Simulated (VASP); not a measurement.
Runs of VASP 6.6.1 on YSb (zincblende type). The structure is that of space group F-43m (No. 216), or close to it. The cells are those of the table. 

```tsv
task	cell	cutoff (eV)	gap on the mesh (eV)	pressure (GPa)
single point	a = 4.721 Å, angles 60.0°, 2 atoms	520	1.22	2.5
single point	a = 4.802 Å, angles 60.0°, 2 atoms	520	(a)	0.1
single point	a = 4.549 Å, angles 60.0°, 2 atoms	520	1.04	9.6
single point	a = 4.363 Å, angles 60.0°, 2 atoms	520	(b)	21.3
relaxation of cell and atoms	relaxed from a = 4.394 Å, angles 60.0°, 2 atoms	600	1.30	0.0
```

Alike in all rows: level LDA; potentials or basis VASP PAW LDA potentials, release 64 (Y_sv, Sb); no spin polarisation; k mesh 12 × 12 × 12; smearing fermi-dirac 0.1 eV.

Question: Estimate the missing entries.

Answer: (a) 1.29; (b) 0.75.

Caveats: spin-orbit coupling is left out, which moves the levels of the heavy elements.

A k mesh can miss the band edges, and the runs leave out spin-orbit coupling on Sb, Y.
